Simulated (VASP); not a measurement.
The system is In3GaP4.

```xyz
64
Lattice="11.5363 0.0000 0.0000 0.0000 11.5363 0.0000 0.0000 0.0000 11.5363" Properties=species:S:1:pos:R:3 pbc="T T T"
In    0.0208   11.5221    0.0045
In    0.0081   11.5210    5.7556
In   11.5197    5.7436    0.0236
In   11.5126    5.7584    5.7744
In    5.7671    0.0218    0.0086
In    5.7476   11.5334    5.7450
In    5.7613    5.7354    0.0306
In    5.7767    5.7323    5.7852
In    2.8698    2.8817    0.0080
In    2.9222   11.5358    2.9047
In    2.8859    0.0162    8.6508
In    2.8746    5.7326    2.8768
In    2.8716    5.7974    8.6518
In    8.6721    0.0150    2.8637
In    8.6463    0.0016    8.6510
In    8.6311    5.7776    2.8772
In    8.6300    5.7696    8.6330
In   11.5323    2.8536    8.6456
In   11.5228    8.6699    2.8802
In   11.5259    8.6547    8.6450
In    5.7598    2.9052    2.8727
In    5.7506    2.8994    8.6836
In    5.7849    8.6514    2.8870
In    5.7249    8.6820    8.6818
P     1.4408    1.4464    1.4498
P     1.4409    1.4371    7.2081
P     1.4606    7.2158    1.4767
P     1.4572    7.1951    7.1781
P     7.1808    1.4709    1.4454
P     7.2544    1.4543    7.2103
P     7.2003    7.2108    1.4289
P     7.2185    7.2261    7.2105
P     4.3440    4.3519    1.4188
P     4.3713    4.3210    7.2080
P     4.3280   10.1030    1.4326
P     4.3663   10.1123    7.2152
P    10.1347    4.3173    1.4743
P    10.0957    4.3271    7.2262
P    10.1151   10.1018    1.4399
P    10.0294   10.0862    7.2348
P     4.3256    1.4460    4.3195
P     4.3247    1.4453   10.1000
P     4.3262    7.2267    4.3064
P     4.3572    7.2197   10.1023
P    10.0810    1.4011    4.3527
P    10.1361    1.4674   10.1048
P    10.0799    7.2076    4.3155
P    10.1054    7.2002   10.1163
P     1.4894    4.3657    4.3368
P     1.4277    4.3269   10.1088
P     1.4327   10.1010    4.3226
P     1.4575   10.1014   10.1185
P     7.2312    4.3247    4.3421
P     7.2030    4.3287   10.1190
P     7.2224   10.1106    4.3266
P     7.2295   10.1013   10.1477
Ga    2.8772    2.8595    5.7650
Ga    2.8573    8.6689    0.0024
Ga    2.9192    8.6614    5.7898
Ga    8.6442    2.8535    0.0127
Ga    8.6355    2.8672    5.8198
Ga    8.6747    8.6580    0.0244
Ga    8.6811    8.6301    5.7733
Ga    0.0039    2.9143    2.9480
```

* Program: VASP 6.6.1
* Task: relaxation of volume and atoms at fixed shape
* Functional: PBEsol
* Potentials or basis: VASP PAW PBE potentials, release 64 (In_d, P, Ga_d)
* Cutoff: 600 eV
* k mesh: 1 × 1 × 1, shifted
* Occupations: fermi-dirac, width 0.05 eV
* Spin: no spin polarisation

At the start: pressure 0.8 GPa; volume 23.99 Å³/atom.

**Question.** Where does the relaxation end?

**Answer.** Over 12 steps the energy falls by 39.6 meV/atom; space group P1 (No. 1, to 0.1 Å) before, Cm (No. 8, to 0.1 Å).

Step by step:
| step | energy change (eV) | largest force (eV/Å) | pressure (GPa) | volume (Å³) |
| --- | --- | --- | --- | --- |
| 1 | 0.0000 | 1.8633 | 0.78 | 1535.31 |
| 2 | -1.7678 | 0.7582 | -0.88 | 1561.52 |
| 3 | -2.0254 | 0.5437 | -1.64 | 1576.14 |
| 4 | -2.3916 | 0.4026 | 0.64 | 1521.88 |
| 5 | -2.4080 | 0.4308 | 0.23 | 1530.84 |
| 6 | -2.4855 | 0.1530 | 0.06 | 1533.94 |
| 7 | -2.4960 | 0.1684 | -0.03 | 1535.55 |
| 8 | -2.5170 | 0.1044 | -0.02 | 1535.22 |
| 9 | -2.5254 | 0.0689 | 0.00 | 1534.85 |
| 10 | -2.5299 | 0.0389 | 0.00 | 1534.72 |
| 11 | -2.5306 | 0.0459 | 0.01 | 1534.65 |
| 12 | -2.5327 | 0.0290 | -0.01 | 1534.95 |

Final structure:
```
In P Ga
1.0
    11.53537    0.00000    0.00000
     0.00000   11.53537    0.00000
     0.00000    0.00000   11.53537
In P Ga
24 32 8
Direct
  0.99899 0.00001 0.00264
  0.99965 0.00078 0.49828
  0.99760 0.49966 0.00364
  0.99984 0.49827 0.49827
  0.50238 0.99834 0.00109
  0.50081 0.00044 0.50000
  0.50257 0.50231 0.99994
  0.50038 0.50019 0.50047
  0.24684 0.24980 0.00299
  0.24843 0.99997 0.25268
  0.24982 0.99792 0.74764
  0.24781 0.50076 0.25294
  0.25026 0.50267 0.74791
  0.75268 0.00255 0.25004
  0.75033 0.00033 0.75097
  0.75199 0.49805 0.25029
  0.74996 0.50035 0.75030
  0.99794 0.24975 0.74798
  0.00021 0.75019 0.25072
  0.00011 0.74985 0.75034
  0.50222 0.25091 0.25302
  0.50261 0.25062 0.74874
  0.50057 0.75034 0.25039
  0.50043 0.75109 0.75106
  0.11577 0.13034 0.13564
  0.13004 0.13011 0.61926
  0.13035 0.63065 0.12009
  0.12993 0.63090 0.61745
  0.63075 0.13125 0.12045
  0.63293 0.13071 0.61821
  0.63294 0.63073 0.12054
  0.63015 0.63120 0.62030
  0.37644 0.37705 0.12694
  0.36849 0.36931 0.61884
  0.36861 0.87054 0.12046
  0.37065 0.86873 0.61852
  0.87725 0.36256 0.12857
  0.86849 0.37013 0.61895
  0.86920 0.86885 0.12035
  0.86960 0.87027 0.61938
  0.36977 0.13084 0.38087
  0.37540 0.12391 0.87491
  0.36950 0.63068 0.38143
  0.36972 0.63099 0.88086
  0.87555 0.13642 0.37576
  0.87029 0.13052 0.88146
  0.86940 0.63046 0.38073
  0.86933 0.63021 0.88185
  0.12361 0.36346 0.37445
  0.12306 0.37701 0.87364
  0.13085 0.86834 0.38202
  0.13039 0.87055 0.88161
  0.63224 0.36998 0.38250
  0.63279 0.36917 0.88262
  0.63219 0.87106 0.38001
  0.63215 0.86860 0.88148
  0.24781 0.24973 0.49833
  0.24984 0.75013 0.00062
  0.25077 0.74995 0.50022
  0.75346 0.24975 0.00348
  0.75264 0.24998 0.49875
  0.75112 0.74987 0.00080
  0.74999 0.75008 0.50020
  0.99791 0.24988 0.25475
```

Caveat: the PAW data sets were made with another functional, which shifts forces and pressure a little; spin-orbit coupling is left out, which moves the levels of the heavy elements; a shifted mesh leaves out Γ, where band edges can lie.
